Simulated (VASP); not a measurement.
# MnS (Fm-3m) in VASP: single point with PBE

Aim: the single point of MnS with PBE.

Program: VASP 6.6.1. These are calculated values, not measurements. Logs are shortened: lines on timing, memory, paths and dates and some standing lists are left out, and cuts for length are marked.

**1. The cell of the first run**

Symmetry: Fm-3m, No. 225, cubic system. The conventional cell has a = 5.209 Å, b = 5.209 Å, c = 5.209 Å, α = 90.00°, β = 90.00°, γ = 90.00°. Within 3.4 Å of Mn (site symmetry m-3m) lie 6 S at 2.60 Å. Within 3.4 Å of S (site symmetry m-3m) lie 6 Mn at 2.60 Å.

**2. Single point, PBE, collinear spin, ferromagnetic start**

INCAR reads:

```
ALGO = Normal ; EDIFF = 1E-6
ENCUT = 520 ; GGA = PE
ISIF = 2 ; ISMEAR = 0
ISPIN = 2 ; LASPH = True
LCHARG = False ; LMAXMIX = 4
LORBIT = 11 ; LREAL = False
LWAVE = False ; MAGMOM = 4 0
NBANDS = 20 ; NELM = 150
PREC = Accurate ; SIGMA = 0.05
```

KPOINTS reads:

```
k-points
0
Gamma
  14 14 14
```

POSCAR reads:

```
MnS
1.0
    0.0000000000      2.6045000000      2.6045000000
    2.6045000000      0.0000000000      2.6045000000
    2.6045000000      2.6045000000      0.0000000000
Mn S
1 1
Direct
    0.0000000000      0.0000000000      0.0000000000
    0.5000000000      0.5000000000      0.5000000000
```

Potentials or basis: VASP PAW PBE potentials, release 64 (Mn_pv, S).

On the command line:

```console
cat potpaw_PBE.64/Mn_pv/POTCAR potpaw_PBE.64/S/POTCAR > POTCAR
mpirun -np 1 vasp_std > vasp.out
```

OUTCAR:

```text
EDIFF = 1E-6
   ENCUT = 520
   GGA = PE
   ISIF = 2
   ISMEAR = 0
   ISPIN = 2
   LASPH = True
   LORBIT = 11
   LREAL = False
   NELM = 150
   PREC = Accurate

 ion  position               nearest neighbor table
   1  0.000  0.000  0.000-   2 2.60   2 2.60   2 2.60   2 2.60   2 2.60   2 2.60
   2  0.500  0.500  0.500-   1 2.60   1 2.60   1 2.60   1 2.60   1 2.60   1 2.60

  LATTYP: Found a face centered cubic cell.
 ALAT       =     5.2090000000

  Lattice vectors:

 A1 = (   0.0000000000,   2.6045000000,   2.6045000000)
 A2 = (   2.6045000000,   0.0000000000,   2.6045000000)
 A3 = (   2.6045000000,   2.6045000000,   0.0000000000)

Analysis of symmetry for initial positions (statically):
=====================================================================
 Subroutine PRICEL returns:
 Original cell was already a primitive cell.

 Routine SETGRP: Setting up the symmetry group for a
 face centered cubic supercell.

 Subroutine GETGRP returns: Found 48 space group operations
 (whereof 48 operations were pure point group operations)
 out of a pool of 48 trial point group operations.

The static configuration has the point symmetry O_h .

Analysis of symmetry for dynamics (positions and initial velocities):
=====================================================================
 Subroutine PRICEL returns:
 Original cell was already a primitive cell.

 Routine SETGRP: Setting up the symmetry group for a
 face centered cubic supercell.

 Subroutine GETGRP returns: Found 48 space group operations
 (whereof 48 operations were pure point group operations)
 out of a pool of 48 trial point group operations.

The dynamic configuration has the point symmetry O_h .

Analysis of structural, dynamic, and magnetic symmetry:
=====================================================================
 Subroutine PRICEL returns:
 Original cell was already a primitive cell.

 Routine SETGRP: Setting up the symmetry group for a
 face centered cubic supercell.

 Subroutine GETGRP returns: Found 48 space group operations
 (whereof 48 operations were pure point group operations)
 out of a pool of 48 trial point group operations.

The overall configuration has the point symmetry O_h .

 Subroutine INISYM returns: Found 48 space group operations
 (whereof 48 operations are pure point group operations),
 and found     1 'primitive' translations

----------------------------------------------------------------------------------------

                                     Primitive cell

  volume of cell :      35.3348

  direct lattice vectors                    reciprocal lattice vectors
     0.000000000  2.604500000  2.604500000    -0.191975427  0.191975427  0.191975427
     2.604500000  0.000000000  2.604500000     0.191975427 -0.191975427  0.191975427
     2.604500000  2.604500000  0.000000000     0.191975427  0.191975427 -0.191975427

  length of vectors
     3.683319223  3.683319223  3.683319223     0.332511194  0.332511194  0.332511194

  position of ions in fractional coordinates (direct lattice)
     0.000000000  0.000000000  0.000000000
     0.500000000  0.500000000  0.500000000

  ion indices of the primitive-cell ions
   primitive index   ion index
                 1           1
                 2           2

----------------------------------------------------------------------------------------

 KPOINTS: k-points

Automatic generation of k-mesh.
 Grid dimensions read from file:
 generate k-points for:   14   14   14

 Generating k-lattice:

  Cartesian coordinates                     Fractional coordinates (reciprocal lattice)
    -0.013712531  0.013712531  0.013712531     0.071428571  0.000000000  0.000000000
     0.013712531 -0.013712531  0.013712531     0.000000000  0.071428571  0.000000000
     0.013712531  0.013712531 -0.013712531     0.000000000  0.000000000  0.071428571

  Length of vectors
     0.023750800  0.023750800  0.023750800

  Shift w.r.t. Gamma in fractional coordinates (k-lattice)
     0.000000000  0.000000000  0.000000000

 Subroutine IBZKPT returns following result:
 ===========================================

 Found    104 irreducible k-points:

 Following reciprocal coordinates:
            Coordinates               Weight
  0.000000  0.000000  0.000000      1.000000
  0.071429  0.000000  0.000000      8.000000
  0.142857  0.000000  0.000000      8.000000
  0.214286  0.000000  0.000000      8.000000
  0.285714  0.000000  0.000000      8.000000
  0.357143  0.000000  0.000000      8.000000
[... 16 lines left out ...]
  0.214286  0.142857  0.000000     24.000000
  0.285714  0.142857  0.000000     24.000000
 [... further k-points ...]
   k-points           NKPTS =    104   k-points in BZ     NKDIM =    104   number of bands    NBANDS=     20
   number of dos      NEDOS =    301   number of ions     NIONS =      2
   total plane-waves  NPLWV =  21952
   dimension x,y,z NGX =    28 NGY =   28 NGZ =   28
   dimension x,y,z NGXF=    56 NGYF=   56 NGZF=   56
   ions per type =               1   1
   NGX,Y,Z   is equivalent  to a cutoff of  12.64, 12.64, 12.64 a.u.
   NGXF,Y,Z  is equivalent  to a cutoff of  25.28, 25.28, 25.28 a.u.
 SYSTEM =  unknown system
   PREC   = accura    normal or accurate (medium, high low for compatibility)
   ISTART =      0    job   : 0-new  1-cont  2-samecut
   ICHARG =      2    charge: 1-file 2-atom 10-const
   ISPIN  =      2    spin polarized calculation?
   LNONCOLLINEAR =      F non collinear calculations
   LSORBIT =      F    spin-orbit coupling
   LASPH  =      T    aspherical Exc in radial PAW
   ENCUT  =  520.0 eV  38.22 Ry    6.18 a.u.   6.85  6.85  6.85*2*pi/ulx,y,z
   NELM   =    150;   NELMIN=  2; NELMDL= -5     # of ELM steps
   EDIFF  = 0.1E-05   stopping-criterion for ELM
   LREAL  =      F    real-space projection
   EDIFFG = 0.1E-04   stopping-criterion for IOM
   NSW    =      0    number of steps for IOM
   IBRION =     -1    ionic relax: 0-MD 1-quasi-New 2-CG
   NFREE  =      0    steps in history (QN), initial steepest desc. (CG)
   ISIF   =      2    stress and relaxation
   ISYM   =      2    0-nonsym 1-usesym 2-fastsym
   POTIM  = 0.5000    time-step for ionic-motion
   TEBEG  =    0.0;   TEEND  =   0.0 temperature during run
   PSTRESS=    0.0 pullay stress
   NELECT =      19.0000    total number of electrons
   NUPDOWN=      -1.0000    fix difference up-down
   EMIN   =  10.00;   EMAX   =-10.00  energy-range for DOS
   EFERMI =   0.00;   METHOD = LEGACY
   ISMEAR =     0;   SIGMA  =   0.05  broadening in eV -4-tet -1-fermi 0-gaus
   EFERMI_NEDOS =   21; number of points for ismear=-14 and -15
   IALGO  =     38    algorithm
   IMIX   =      4    mixing-type and parameters
     AMIX     =   0.40;   BMIX     =  1.00
     AMIX_MAG =   1.60;   BMIX_MAG =  1.00
  volume/ion in A,a.u.               =      17.67       119.23
  Fermi-wavevector in a.u.,A,eV,Ry     =   1.331246  2.515690 24.112464  1.772216
  Thomas-Fermi vector in A             =   2.460272
   LORBIT       =     11    0 simple, 1 ext, 2 COOP (PROOUT), +10 PAW based schemes
   GGA     = PE    functional components
   LHFCALC =     F    Hartree Fock is set to
   AEXX    =    0.0000 exact exchange contribution
   IVDW    =     0    specifies the selected vdW correction
   LEPSILON=     F    determine dielectric tensor
   LRPA    =     F    only Hartree local field effects (RPA)
 spin polarized calculation
 Gauss-broadening in eV      SIGMA  =   0.05
  energy-cutoff  :      520.00
  volume of cell :       35.33
 maximum number of plane-waves:       967
   NGX = 13   NGY = 13   NGZ = 13

 number of electron      18.9999989 magnetization       4.6983604

 Free energy of the ion-electron system (eV)
  ---------------------------------------------------
  ext. energy  EPLUGINS =         0.00000000
  ---------------------------------------------------
  free energy    TOTEN  =       -14.06375679 eV

  energy without entropy =      -14.06204143  energy(sigma->0) =      -14.06289911

 E-fermi :   6.6831     XC(G=0): -10.6427

 val. band max:        6.6674710273   @ k =   0.3571   0.0000   0.0000
 cond. band min:       6.6899360874   @ k =   0.4286   0.2857   0.0714
 fundamental gap:      0.0224650601
 Fermi energy:         6.6830576537

 spin component 1

 k-point     1 :       0.0000    0.0000    0.0000
  band No.  band energies     occupation
      1     -44.0531      1.00000
      2     -44.0531      1.00000
      3     -44.0531      1.00000
      4      -7.9404      1.00000
      5       3.2625      1.00000
      6       3.2625      1.00000
[... 12 lines left out ...]
     19      18.4175      0.00000
     20      18.8005      0.00000

 k-point     2 :       0.0714    0.0000    0.0000
  band No.  band energies     occupation
      1     -44.0535      1.00000
      2     -44.0532      1.00000
      3     -44.0532      1.00000
      4      -7.8886      1.00000
      5       3.1535      1.00000
      6       3.1731      1.00000
[... 12 lines left out ...]
     19      17.7573      0.00000
     20      18.9319      0.00000

 k-point     3 :       0.1429    0.0000    0.0000
  band No.  band energies     occupation
      1     -44.0546      1.00000
      2     -44.0533      1.00000
      3     -44.0533      1.00000
      4      -7.7376      1.00000
      5       2.7024      1.00000
      6       2.8402      1.00000
[... 12 lines left out ...]
     19      18.0210      0.00000
     20      19.8972      0.00000

 k-point     4 :       0.2143    0.0000    0.0000
  band No.  band energies     occupation
      1     -44.0562      1.00000
      2     -44.0536      1.00000
      3     -44.0536      1.00000
      4      -7.5023      1.00000
      5       1.9085      1.00000
      6       2.4897      1.00000
[... 429 lines left out ...]
 k-point    23 :       0.2143    0.1429    0.0000
  band No.  band energies     occupation
      1     -44.0556      1.00000
      2     -44.0540      1.00000
      3     -44.0539      1.00000
      4      -7.5092      1.00000
      5       1.7855      1.00000
      6       2.8341      1.00000
[... 12 lines left out ...]
     19      19.8268      0.00000
     20      21.1704      0.00000

 k-point    24 :       0.2857    0.1429    0.0000
  band No.  band energies     occupation
      1     -44.0570      1.00000
      2     -44.0543      1.00000
      3     -44.0541      1.00000
      4      -7.2731      1.00000
      5       1.3007      1.00000
      6       2.4091      1.00000
[... 12 lines left out ...]
     19      19.6851      0.00000
     20      22.7192      0.00000

 [... further k-points ...]

 spin component 2

 k-point     1 :       0.0000    0.0000    0.0000
  band No.  band energies     occupation
      1     -39.5311      1.00000
      2     -39.5311      1.00000
      3     -39.5311      1.00000
      4      -7.6503      1.00000
      5       4.9776      1.00000
      6       4.9776      1.00000
[... 12 lines left out ...]
     19      19.4496      0.00000
     20      20.5052      0.00000

 k-point     2 :       0.0714    0.0000    0.0000
  band No.  band energies     occupation
      1     -39.5316      1.00000
      2     -39.5312      1.00000
      3     -39.5312      1.00000
      4      -7.6006      1.00000
      5       4.5663      1.00000
      6       4.8118      1.00000
[... 12 lines left out ...]
     19      18.6245      0.00000
     20      20.5538      0.00000

 k-point     3 :       0.1429    0.0000    0.0000
  band No.  band energies     occupation
      1     -39.5332      1.00000
      2     -39.5314      1.00000
      3     -39.5314      1.00000
      4      -7.4564      1.00000
      5       3.6811      1.00000
      6       4.4549      1.00000
[... 12 lines left out ...]
     19      18.8140      0.00000
     20      20.9815      0.00000

 k-point     4 :       0.2143    0.0000    0.0000
  band No.  band energies     occupation
      1     -39.5354      1.00000
      2     -39.5317      1.00000
      3     -39.5317      1.00000
      4      -7.2327      1.00000
      5       2.6886      1.00000
      6       4.0740      1.00000
[... 429 lines left out ...]
 k-point    23 :       0.2143    0.1429    0.0000
  band No.  band energies     occupation
      1     -39.5345      1.00000
      2     -39.5323      1.00000
      3     -39.5321      1.00000
      4      -7.2370      1.00000
      5       2.8324      1.00000
      6       4.1497      1.00000
[... 12 lines left out ...]
     19      20.5725      0.00000
     20      22.2244      0.00000

 k-point    24 :       0.2857    0.1429    0.0000
  band No.  band energies     occupation
      1     -39.5365      1.00000
      2     -39.5327      1.00000
      3     -39.5325      1.00000
      4      -7.0119      1.00000
      5       2.1660      1.00000
      6       3.7172      1.00000
[... 12 lines left out ...]
     19      20.7625      0.00000
     20      23.2939      0.00000

 [... further k-points ...]
[... 5 lines left out ...]
  --------------------------------------------------------------------------------------
  -------------------------------------------------------------------------------------
  Total       -0.6835231     -0.6835231     -0.6835231     -0.0000000      0.0000000      0.0000000
  in kB      -30.9927927    -30.9927927    -30.9927927     -0.0000000      0.0000000      0.0000000
  external PRESSURE =     -30.9927927 kB  Pullay stress =       0.0000000 kB

 VOLUME and BASIS-vectors are now :
 -----------------------------------------------------------------------------
  energy-cutoff  :      520.00
  volume of cell :       35.33
      direct lattice vectors                 reciprocal lattice vectors
     0.000000000  2.604500000  2.604500000    -0.191975427  0.191975427  0.191975427
     2.604500000  0.000000000  2.604500000     0.191975427 -0.191975427  0.191975427
     2.604500000  2.604500000  0.000000000     0.191975427  0.191975427 -0.191975427

 POSITION                                       TOTAL-FORCE (eV/Angst)
 -----------------------------------------------------------------------------------
      0.00000      0.00000      0.00000         0.000000     -0.000000      0.000000
      2.60450      2.60450      2.60450        -0.000000      0.000000     -0.000000
 -----------------------------------------------------------------------------------
    total drift:                               -0.000000      0.000000      0.000000

  FREE ENERGIE OF THE ION-ELECTRON SYSTEM (eV)
  ---------------------------------------------------
  free  energy   TOTEN  =       -14.0637567933 eV

  energy  without entropy=      -14.0620414314  energy(sigma->0) =      -14.06289911

 total charge

# of ion       s       p       d       tot
------------------------------------------
    1        0.215   6.162   4.929  11.306
    2        1.327   2.400   0.000   3.727
--------------------------------------------------
tot          1.542   8.562   4.929  15.033

 magnetization (x)

# of ion       s       p       d       tot
------------------------------------------
    1        0.051   0.038   4.159   4.249
    2        0.026   0.078   0.000   0.104
--------------------------------------------------
tot          0.078   0.116   4.159   4.353
```

Run time: 2.1 min. Hardware: 1 thread of AMD EPYC 7R43 (Zen 3), shared host; peak memory 0.21 GiB.

What came out:

```
Free energy                                           : -14.0638 eV
Pressure                                              : -3.1 GPa
Net moment                                            : 4.70 μB per cell
Site moments                                          : Mn +4.25; S +0.10 μB
Valence electrons inside the program's atomic spheres : Mn 11.31; S 3.73
```

Caveat: a cell with one magnetic atom can't hold antiferromagnetic order, which such compounds often take; semilocal functionals often make such compounds metallic where correlation or magnetic order opens a gap, which also shifts bond lengths.
